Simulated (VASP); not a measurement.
# P in VASP: single point with PBE

Aim: the single point of P with PBE.

Everything below comes from runs of VASP 6.6.1. Logs are shortened: lines on timing, memory, paths and dates and some standing lists are left out, and cuts for length are marked.

**1. The cell of the first run**

The cell holds a sheet with vacuum, 3 atoms: a = 5.273 Å, b = 5.273 Å, c = 23.800 Å, α = 90.00°, β = 90.00°, γ = 120.00°.

**2. Single point, PBE**

File INCAR:

```
  ALGO = Normal
  DIPOL = 0.5 0.5 0.294
  EDIFF = 1E-6
  ENCUT = 520
  GGA = PE
  IDIPOL = 3
  ISIF = 2
  ISMEAR = 0
  LASPH = True
  LCHARG = False
  LDIPOL = True
  LREAL = False
  LWAVE = False
  NBANDS = 14
  NELM = 60
  PREC = Accurate
  SIGMA = 0.1
```

File KPOINTS:

```
k-points
0
Gamma
  6 6 1
```

File POSCAR:

```
P
1.0
    5.2725610864      0.0000000000      0.0000000000
   -2.6362805432      4.5661718438      0.0000000000
    0.0000000000      0.0000000000     23.8000000000
P
3
Direct
    0.5308002777      0.4691997223      0.2941176471
    0.5308002777      0.0616005554      0.2941176471
    0.9383994446      0.4691997223      0.2941176471
```

Potentials or basis: VASP PAW PBE potentials, release 64 (P).

Launch:

```sh
$ cat potpaw_PBE.64/P/POTCAR > POTCAR
$ mpirun -np 1 vasp_std > vasp.out
```

OUTCAR:

```text
EDIFF = 1E-6
   ENCUT = 520
   GGA = PE
   ISIF = 2
   ISMEAR = 0
   LASPH = True
   LREAL = False
   NELM = 60
   PREC = Accurate

 ion  position               nearest neighbor table
   1  0.531  0.469  0.294-   2 2.15   3 2.15
   2  0.531  0.062  0.294-   1 2.15   3 2.15
   3  0.938  0.469  0.294-   2 2.15   1 2.15

  LATTYP: Found a hexagonal cell.
 ALAT       =     5.2725610864
 C/A-ratio  =     4.5139353741

  Lattice vectors:

 A1 = (   5.2725610864,   0.0000000000,   0.0000000000)
 A2 = (  -2.6362805432,   4.5661718438,   0.0000000000)
 A3 = (   0.0000000000,   0.0000000000,  23.8000000000)

Analysis of symmetry for initial positions (statically):
=====================================================================
 Subroutine PRICEL returns:
 Original cell was already a primitive cell.

 Routine SETGRP: Setting up the symmetry group for a
 hexagonal supercell.

 Subroutine GETGRP returns: Found 12 space group operations
 (whereof  6 operations were pure point group operations)
 out of a pool of 24 trial point group operations.

The static configuration has the point symmetry C_3v.
 The point group associated with its full space group is D_3h.

Analysis of symmetry for dynamics (positions and initial velocities):
=====================================================================
 Subroutine PRICEL returns:
 Original cell was already a primitive cell.

 Routine SETGRP: Setting up the symmetry group for a
 hexagonal supercell.

 Subroutine GETGRP returns: Found 12 space group operations
 (whereof  6 operations were pure point group operations)
 out of a pool of 24 trial point group operations.

The dynamic configuration has the point symmetry C_3v.
 The point group associated with its full space group is D_3h.

 Subroutine INISYM returns: Found 12 space group operations
 (whereof  6 operations are pure point group operations),
 and found     1 'primitive' translations

----------------------------------------------------------------------------------------

                                     Primitive cell

  volume of cell :     572.9950

  direct lattice vectors                    reciprocal lattice vectors
     5.272561086  0.000000000  0.000000000     0.189661150  0.109500916  0.000000000
    -2.636280543  4.566171844  0.000000000     0.000000000  0.219001832  0.000000000
     0.000000000  0.000000000 23.800000000     0.000000000  0.000000000  0.042016807

  length of vectors
     5.272561086  5.272561086 23.800000000     0.219001832  0.219001832  0.042016807

  position of ions in fractional coordinates (direct lattice)
     0.530800278  0.469199722  0.294117647
     0.530800278  0.061600555  0.294117647
     0.938399445  0.469199722  0.294117647

  ion indices of the primitive-cell ions
   primitive index   ion index
                 1           1
                 2           2
                 3           3

----------------------------------------------------------------------------------------

 KPOINTS: k-points

Automatic generation of k-mesh.
 Grid dimensions read from file:
 generate k-points for:    6    6    1

 Generating k-lattice:

  Cartesian coordinates                     Fractional coordinates (reciprocal lattice)
     0.031610192  0.018250153  0.000000000     0.166666667  0.000000000  0.000000000
     0.000000000  0.036500305  0.000000000     0.000000000  0.166666667  0.000000000
     0.000000000  0.000000000  0.042016807     0.000000000  0.000000000  1.000000000

  Length of vectors
     0.036500305  0.036500305  0.042016807

  Shift w.r.t. Gamma in fractional coordinates (k-lattice)
     0.000000000  0.000000000  0.000000000

 Subroutine IBZKPT returns following result:
 ===========================================

 Found      7 irreducible k-points:

 Following reciprocal coordinates:
            Coordinates               Weight
  0.000000  0.000000  0.000000      1.000000
  0.166667 -0.000000  0.000000      6.000000
  0.333333  0.000000  0.000000      6.000000
  0.500000 -0.000000  0.000000      3.000000
  0.166667  0.166667  0.000000      6.000000
  0.333333  0.166667  0.000000     12.000000
  0.333333  0.333333  0.000000      2.000000
   k-points           NKPTS =      7   k-points in BZ     NKDIM =      7   number of bands    NBANDS=     14
   number of dos      NEDOS =    301   number of ions     NIONS =      3
   total plane-waves  NPLWV = 288000
   dimension x,y,z NGX =    40 NGY =   40 NGZ =  180
   dimension x,y,z NGXF=    80 NGYF=   80 NGZF=  360
   ions per type =               3
   NGX,Y,Z   is equivalent  to a cutoff of  12.61, 12.61, 12.57 a.u.
   NGXF,Y,Z  is equivalent  to a cutoff of  25.22, 25.22, 25.15 a.u.
 SYSTEM =  unknown system
   PREC   = accura    normal or accurate (medium, high low for compatibility)
   ISTART =      0    job   : 0-new  1-cont  2-samecut
   ICHARG =      2    charge: 1-file 2-atom 10-const
   ISPIN  =      1    spin polarized calculation?
   LNONCOLLINEAR =      F non collinear calculations
   LSORBIT =      F    spin-orbit coupling
   LASPH  =      T    aspherical Exc in radial PAW
   ENCUT  =  520.0 eV  38.22 Ry    6.18 a.u.   9.80  9.80 44.25*2*pi/ulx,y,z
   NELM   =     60;   NELMIN=  2; NELMDL= -5     # of ELM steps
   EDIFF  = 0.1E-05   stopping-criterion for ELM
   LREAL  =      F    real-space projection
   EDIFFG = 0.1E-04   stopping-criterion for IOM
   NSW    =      0    number of steps for IOM
   IBRION =     -1    ionic relax: 0-MD 1-quasi-New 2-CG
   NFREE  =      0    steps in history (QN), initial steepest desc. (CG)
   ISIF   =      2    stress and relaxation
   ISYM   =      2    0-nonsym 1-usesym 2-fastsym
   POTIM  = 0.5000    time-step for ionic-motion
   TEBEG  =    0.0;   TEEND  =   0.0 temperature during run
   PSTRESS=    0.0 pullay stress
   NELECT =      15.0000    total number of electrons
   NUPDOWN=      -1.0000    fix difference up-down
   EMIN   =  10.00;   EMAX   =-10.00  energy-range for DOS
   EFERMI =   0.00;   METHOD = LEGACY
   ISMEAR =     0;   SIGMA  =   0.10  broadening in eV -4-tet -1-fermi 0-gaus
   EFERMI_NEDOS =   21; number of points for ismear=-14 and -15
   IALGO  =     38    algorithm
   IMIX   =      4    mixing-type and parameters
     AMIX     =   0.40;   BMIX     =  1.00
     AMIX_MAG =   1.60;   BMIX_MAG =  1.00
  volume/ion in A,a.u.               =     191.00      1288.92
  Fermi-wavevector in a.u.,A,eV,Ry     =   0.486096  0.918587  3.214905  0.236289
  Thomas-Fermi vector in A             =   1.486670
   LORBIT       =      0    0 simple, 1 ext, 2 COOP (PROOUT), +10 PAW based schemes
   GGA     = PE    functional components
   LHFCALC =     F    Hartree Fock is set to
   AEXX    =    0.0000 exact exchange contribution
   IVDW    =     0    specifies the selected vdW correction
   LEPSILON=     F    determine dielectric tensor
   LRPA    =     F    only Hartree local field effects (RPA)
 non-spin polarized calculation
 Gauss-broadening in eV      SIGMA  =   0.10
  energy-cutoff  :      520.00
  volume of cell :      572.99
 maximum number of plane-waves:     15451
 NGX is ok and might be reduce to    40
   NGX = 19   NGY = 19   NGZ = 89

 dipolmoment           0.000000      0.000000     -0.000001 electrons x Angstroem

 number of electron      14.9999999 magnetization

 dipolmoment           0.000000      0.000000      0.000002 electrons x Angstroem

 Free energy of the ion-electron system (eV)
  ---------------------------------------------------
  ext. energy  EPLUGINS =         0.00000000
  ---------------------------------------------------
  free energy    TOTEN  =       -13.95150445 eV

  energy without entropy =      -13.94448728  energy(sigma->0) =      -13.94799587

 E-fermi :  -3.7368     XC(G=0):  -1.5876

 val. band max:       -3.9138600351   @ k =   0.3333   0.1667   0.0000
 cond. band min:      -3.6717769068   @ k =   0.3333   0.0000   0.0000
 fundamental gap:      0.2420831283
 Fermi energy:        -3.7367873467

 k-point     1 :       0.0000    0.0000    0.0000
  band No.  band energies     occupation
      1     -17.6438      2.00000
      2     -11.2274      2.00000
      3     -11.2274      2.00000
      4      -8.9684      2.00000
      5      -7.3690      2.00000
      6      -6.4295      2.00000
      7      -6.4295      2.00000
      8      -2.6261      0.00000
      9      -2.6261      0.00000
     10      -0.1349      0.00000
     11       0.5736      0.00000
     12       0.8767      0.00000
     13       1.1803      0.00000
     14       1.5068      0.00000

 k-point     2 :       0.1667   -0.0000    0.0000
  band No.  band energies     occupation
      1     -17.5949      2.00000
      2     -11.7236      2.00000
      3     -11.3021      2.00000
      4      -8.3858      2.00000
      5      -7.2856      2.00000
      6      -6.3580      2.00000
      7      -6.1032      2.00000
      8      -3.0151      0.00000
      9      -2.6772      0.00000
     10       0.1086      0.00000
     11       0.8661      0.00000
     12       1.1390      0.00000
     13       1.2347      0.00000
     14       1.4089      0.00000
[... 54 lines left out ...]
      1     -17.4342      2.00000
      2     -12.6164      2.00000
      3     -11.6163      2.00000
      4      -7.2138      2.00000
      5      -6.9814      2.00000
      6      -5.7862      2.00000
      7      -4.8417      2.00000
      8      -3.9139      1.98773
      9      -2.9219      0.00000
     10      -1.2419      0.00000
     11      -0.2310      0.00000
     12       1.2849      0.00000
     13       1.9945      0.00000
     14       2.0337      0.00000

 k-point     7 :       0.3333    0.3333    0.0000
  band No.  band energies     occupation
      1     -17.4053      2.00000
      2     -12.6849      2.00000
      3     -11.7606      2.00000
      4      -6.9212      2.00000
      5      -6.3113      2.00000
      6      -6.2148      2.00000
      7      -5.0395      2.00000
      8      -4.0004      1.99981
      9      -3.0495      0.00000
     10      -0.7291      0.00000
     11      -0.2798      0.00000
     12       0.7112      0.00000
     13       1.8244      0.00000
     14       2.5468      0.00000

------------------------ aborting loop because EDIFF is reached ----------------------------------------

 vacuum level on the upper side and lower side of the slab       (xc-potential included)        -0.010        -0.010

  FORCE on cell =-STRESS in cart. coord.  units (eV):
  Direction    XX          YY          ZZ          XY          YZ          ZX
  --------------------------------------------------------------------------------------
  -------------------------------------------------------------------------------------
  Total       -0.1801694     -0.1801694     -0.0114819      0.0000000      0.0000000      0.0000000
  in kB       -0.5037798     -0.5037798     -0.0321050      0.0000000      0.0000000      0.0000000
  external PRESSURE =      -0.3465549 kB  Pullay stress =       0.0000000 kB

 VOLUME and BASIS-vectors are now :
 -----------------------------------------------------------------------------
  energy-cutoff  :      520.00
  volume of cell :      572.99
      direct lattice vectors                 reciprocal lattice vectors
     5.272561086  0.000000000  0.000000000     0.189661150  0.109500916  0.000000000
    -2.636280543  4.566171844  0.000000000     0.000000000  0.219001832  0.000000000
     0.000000000  0.000000000 23.800000000     0.000000000  0.000000000  0.042016807

 POSITION                                       TOTAL-FORCE (eV/Angst)
 -----------------------------------------------------------------------------------
      1.56173      2.14245      7.00000         0.102347     -0.059090     -0.000000
      2.63628      0.28128      7.00000        -0.000000      0.118180      0.000000
      3.71083      2.14245      7.00000        -0.102347     -0.059090      0.000000
 -----------------------------------------------------------------------------------
    total drift:                                0.000000     -0.000000      0.000009

  FREE ENERGIE OF THE ION-ELECTRON SYSTEM (eV)
  ---------------------------------------------------
  free  energy   TOTEN  =       -13.9515044480 eV

  energy  without entropy=      -13.9444872843  energy(sigma->0) =      -13.94799587

 vacuum level on the upper side and lower side of the slab         1.055         1.055
```

It took 1.8 min on 1 thread of Intel Xeon Platinum 8559C (Emerald Rapids), shared host; peak memory 0.56 GiB.

What came out:

```
Free energy   : -13.9515 eV
Largest force : 0.118 eV/Å
```

Forces on the atoms (eV/Å):
```
P    0.102 -0.059  0.000
P    0.000  0.118  0.000
P   -0.102 -0.059  0.000
```

Levels at points of the mesh, in eV from the Fermi level:
```
           k point  band 5  band 6  band 7  band 8  band 9  band 10
(0.00, 0.00, 0.00)   -3.63   -2.69   -2.69    1.11    1.11     3.60
(0.50, 0.00, 0.00)   -3.24   -1.48   -1.03   -0.24    0.92     2.42
```
